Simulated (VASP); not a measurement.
# TiB2 (P6/mmm) in VASP: further runs

The runs below take TiB2 through single point, with PBE.

Everything below comes from runs of VASP 6.6.1. Logs are shortened: lines on timing, memory, paths and dates and some standing lists are left out, and cuts for length are marked.

## 1. The cell of the first run

Symmetry: P6/mmm, No. 191, hexagonal system. The conventional cell has a = 3.201 Å, b = 3.201 Å, c = 2.893 Å, α = 90.00°, β = 90.00°, γ = 120.00°. Ti (site symmetry 6/mmm) has 12 B at 2.35 Å and 2 Ti at 2.89 Å within 3.1 Å. B (site symmetry -6m2) has 3 B at 1.85 Å and 6 Ti at 2.35 Å within 2.5 Å.

## 2. Single point, PBE

INCAR

```
  PREC = Accurate
  ENCUT = 520
  EDIFF = 1E-7
  ISMEAR = 0
  SIGMA = 0.15
  LREAL = False
  LASPH = True
  NELM = 60
  ALGO = Normal
  ISIF = 2
  LWAVE = False
  LCHARG = False
  GGA = PE
  NBANDS = 16
```

KPOINTS

```
Automatic mesh
0
Gamma
  18 18 16
```

POSCAR

```
TiB2
1.0
    3.2005769157      0.0000000000      0.0000000000
   -1.6002884579      2.7717809158      0.0000000000
    0.0000000000      0.0000000000      2.8931563288
Ti B
1 2
Direct
    0.0000000000      0.0000000000      0.0000000000
    0.3333333333      0.6666666667      0.5000000000
    0.6666666667      0.3333333333      0.5000000000
```

Potentials or basis: VASP PAW PBE potentials, release 64 (Ti_sv, B).

Run with:

```bash
cat potpaw_PBE.64/Ti_sv/POTCAR potpaw_PBE.64/B/POTCAR > POTCAR
mpirun -np 1 vasp_std > vasp.out
```

OUTCAR:

```text
PREC = Accurate
   ENCUT = 520
   EDIFF = 1E-7
   ISMEAR = 0
   LREAL = False
   LASPH = True
   NELM = 60
   ISIF = 2
   GGA = PE

 ion  position               nearest neighbor table
   1  0.000  0.000  0.000-   2 2.35   3 2.35   2 2.35   3 2.35   3 2.35   3 2.35   2 2.35   2 2.35
                             3 2.35   3 2.35   2 2.35   2 2.35
   2  0.333  0.667  0.500-   3 1.85   3 1.85   3 1.85   1 2.35   1 2.35   1 2.35   1 2.35   1 2.35
                             1 2.35
   3  0.667  0.333  0.500-   2 1.85   2 1.85   2 1.85   1 2.35   1 2.35   1 2.35   1 2.35   1 2.35
                             1 2.35

  LATTYP: Found a hexagonal cell.
 ALAT       =     3.2005769157
 C/A-ratio  =     0.9039483834

  Lattice vectors:

 A1 = (   3.2005769157,   0.0000000000,   0.0000000000)
 A2 = (  -1.6002884579,   2.7717809158,   0.0000000000)
 A3 = (   0.0000000000,   0.0000000000,   2.8931563288)

Analysis of symmetry for initial positions (statically):
=====================================================================
 Subroutine PRICEL returns:
 Original cell was already a primitive cell.

 Routine SETGRP: Setting up the symmetry group for a
 hexagonal supercell.

 Subroutine GETGRP returns: Found 24 space group operations
 (whereof 24 operations were pure point group operations)
 out of a pool of 24 trial point group operations.

The static configuration has the point symmetry D_6h.

Analysis of symmetry for dynamics (positions and initial velocities):
=====================================================================
 Subroutine PRICEL returns:
 Original cell was already a primitive cell.

 Routine SETGRP: Setting up the symmetry group for a
 hexagonal supercell.

 Subroutine GETGRP returns: Found 24 space group operations
 (whereof 24 operations were pure point group operations)
 out of a pool of 24 trial point group operations.

The dynamic configuration has the point symmetry D_6h.

 Subroutine INISYM returns: Found 24 space group operations
 (whereof 24 operations are pure point group operations),
 and found     1 'primitive' translations

----------------------------------------------------------------------------------------

                                     Primitive cell

  volume of cell :      25.6661

  direct lattice vectors                    reciprocal lattice vectors
     3.200576916  0.000000000  0.000000000     0.312443671  0.180389437  0.000000000
    -1.600288458  2.771780916  0.000000000     0.000000000  0.360778875  0.000000000
     0.000000000  0.000000000  2.893156329     0.000000000  0.000000000  0.345643265

  length of vectors
[... 90 lines left out ...]
   ISIF   =      2    stress and relaxation
   ISYM   =      2    0-nonsym 1-usesym 2-fastsym
   POTIM  = 0.5000    time-step for ionic-motion
   TEBEG  =    0.0;   TEEND  =   0.0 temperature during run
   PSTRESS=    0.0 pullay stress
   NELECT =      18.0000    total number of electrons
   NUPDOWN=      -1.0000    fix difference up-down
   EMIN   =  10.00;   EMAX   =-10.00  energy-range for DOS
   EFERMI =   0.00;   METHOD = LEGACY
   ISMEAR =     0;   SIGMA  =   0.15  broadening in eV -4-tet -1-fermi 0-gaus
   EFERMI_NEDOS =   21; number of points for ismear=-14 and -15
   IALGO  =     38    algorithm
   IMIX   =      4    mixing-type and parameters
     AMIX     =   0.40;   BMIX     =  1.00
     AMIX_MAG =   1.60;   BMIX_MAG =  1.00
  volume/ion in A,a.u.               =       8.56        57.73
  Fermi-wavevector in a.u.,A,eV,Ry     =   1.454496  2.748600 28.783937  2.115560
  Thomas-Fermi vector in A             =   2.571640
   LORBIT       =      0    0 simple, 1 ext, 2 COOP (PROOUT), +10 PAW based schemes
   GGA     = PE    functional components
   LHFCALC =     F    Hartree Fock is set to
   AEXX    =    0.0000 exact exchange contribution
   IVDW    =     0    specifies the selected vdW correction
   LEPSILON=     F    determine dielectric tensor
   LRPA    =     F    only Hartree local field effects (RPA)
 non-spin polarized calculation
 Gauss-broadening in eV      SIGMA  =   0.15
  energy-cutoff  :      520.00
  volume of cell :       25.67
 maximum number of plane-waves:       720
 NGX is ok and might be reduce to    24

 number of electron      18.0000001 magnetization

 Free energy of the ion-electron system (eV)
  ---------------------------------------------------
  ext. energy  EPLUGINS =         0.00000000
  ---------------------------------------------------
  free energy    TOTEN  =       -23.88366598 eV

  energy without entropy =      -23.87954137  energy(sigma->0) =      -23.88160368

 E-fermi :   9.9216     XC(G=0): -12.8018

 val. band max:        9.9146855120   @ k =   0.1111   0.0000   0.3125
 cond. band min:       9.9278656968   @ k =   0.1111   0.0000   0.3750
 fundamental gap:      0.0131801848
 Fermi energy:         9.9215885672

 k-point     1 :       0.0000    0.0000    0.0000
  band No.  band energies     occupation
      1     -46.7018      2.00000
      2     -22.8820      2.00000
      3     -22.8820      2.00000
      4     -22.8491      2.00000
      5      -3.2718      2.00000
      6       6.4098      2.00000
[... 433 lines left out ...]
      3     -22.9655      2.00000
      4     -22.8116      2.00000
      5       0.0111      2.00000
      6       1.4618      2.00000
[... 8 lines left out ...]
     15      18.1623      0.00000
     16      19.2372      0.00000

 [... further k-points ...]

------------------------ aborting loop because EDIFF is reached ----------------------------------------

  FORCE on cell =-STRESS in cart. coord.  units (eV):
  Direction    XX          YY          ZZ          XY          YZ          ZX
  --------------------------------------------------------------------------------------
  -------------------------------------------------------------------------------------
  Total       -3.7228718     -3.7228718      6.1807361      0.0000000     -0.0000000     -0.0000000
  in kB     -232.3965046   -232.3965046    385.8261967      0.0000000     -0.0000000     -0.0000000
  external PRESSURE =     -26.3222709 kB  Pullay stress =       0.0000000 kB

 VOLUME and BASIS-vectors are now :
 -----------------------------------------------------------------------------
  energy-cutoff  :      520.00
  volume of cell :       25.67
      direct lattice vectors                 reciprocal lattice vectors
     3.200576916  0.000000000  0.000000000     0.312443671  0.180389437  0.000000000
    -1.600288458  2.771780916  0.000000000     0.000000000  0.360778875  0.000000000
     0.000000000  0.000000000  2.893156329     0.000000000  0.000000000  0.345643265

 POSITION                                       TOTAL-FORCE (eV/Angst)
 -----------------------------------------------------------------------------------
      0.00000      0.00000      0.00000        -0.000000      0.000000     -0.000000
     -0.00000      1.84785      1.44658        -0.000000      0.000000      0.000000
      1.60029      0.92393      1.44658         0.000000      0.000000     -0.000000
 -----------------------------------------------------------------------------------
    total drift:                               -0.000000      0.000000      0.000000

  FREE ENERGIE OF THE ION-ELECTRON SYSTEM (eV)
  ---------------------------------------------------
  free  energy   TOTEN  =       -23.8836659826 eV

  energy  without entropy=      -23.8795413715  energy(sigma->0) =      -23.88160368
```

Run time: 88 s. Hardware: 1 thread of AMD EPYC 7R13 (Zen 3), shared host; peak memory 0.22 GiB.

What came out:

```yaml
Free_energy: -23.8837 eV
Pressure: -2.6 GPa
Band_gap_on_the_k_mesh: zero (band 9 reaches 10.59 eV, above the bottom of band 10 at 8.95 eV)
```

Stress tensor (GPa, compression positive):
```
-23.24   0.00   0.00
  0.00 -23.24   0.00
  0.00   0.00  38.58
```

## 3. Single point, PBE

This run uses another cell than the first one, of the same volume but with other edges.

INCAR

```
PREC = Accurate
ENCUT = 520
EDIFF = 1E-6
ISMEAR = 0
SIGMA = 0.15
LREAL = F
LASPH = T
NELM = 60
ALGO = Normal
ISIF = 2
LWAVE = F
LCHARG = T
GGA = PE
LELF = T
LVHAR = T
NBANDS = 16
```

KPOINTS is that of step 2.

POSCAR

```
TiB2
1.0
    2.8530375992      0.0000000000      0.0000000000
   -1.4265187996      2.4708030388      0.0000000000
    0.0000000000      0.0000000000      3.6409393771
Ti B
1 2
Direct
    0.0000000000      0.0000000000      0.0000000000
    0.3333333333      0.6666666667      0.5000000000
    0.6666666667      0.3333333333      0.5000000000
```

Potentials or basis: VASP PAW PBE potentials, release 64 (Ti_sv, B).

Run with:

```bash
cat potpaw_PBE.64/Ti_sv/POTCAR potpaw_PBE.64/B/POTCAR > POTCAR
mpirun -np 1 vasp_std > vasp.out
```

Run time: 1.8 min. Hardware: 1 thread of AMD EPYC 7R13 (Zen 3), shared host; peak memory 0.22 GiB.

The run converged. Its results:

```yaml
Free_energy: -23.6910 eV
Pressure: 11.4 GPa
Band_gap_on_the_k_mesh: zero (band 9 reaches 10.19 eV, above the bottom of band 10 at 9.30 eV)
```

Stress tensor (GPa, compression positive):
```
 36.56   0.00   0.00
  0.00  36.56   0.00
  0.00   0.00 -39.00
```

Levels at points of the mesh, in eV from the Fermi level:
```csv
k point,band 5,band 6,band 7,band 8,band 9,band 10,band 11,band 12,band 13,band 14
"(0.00, 0.00, 0.00)",-13.51,-3.93,-2.54,-1.18,-1.18,2.16,2.16,2.88,2.88,7.12
"(0.50, 0.00, 0.00)",-9.05,-8.72,-3.96,-2.57,-2.05,1.45,2.82,3.45,3.50,6.26
"(0.00, 0.00, 0.50)",-12.25,-7.65,-0.10,0.44,0.44,0.63,0.63,1.19,1.19,9.06
"(0.50, 0.00, 0.50)",-9.40,-7.85,-3.61,-3.46,-2.63,1.51,3.22,3.49,3.86,6.03
```

(Continued in part 2 of 2.)
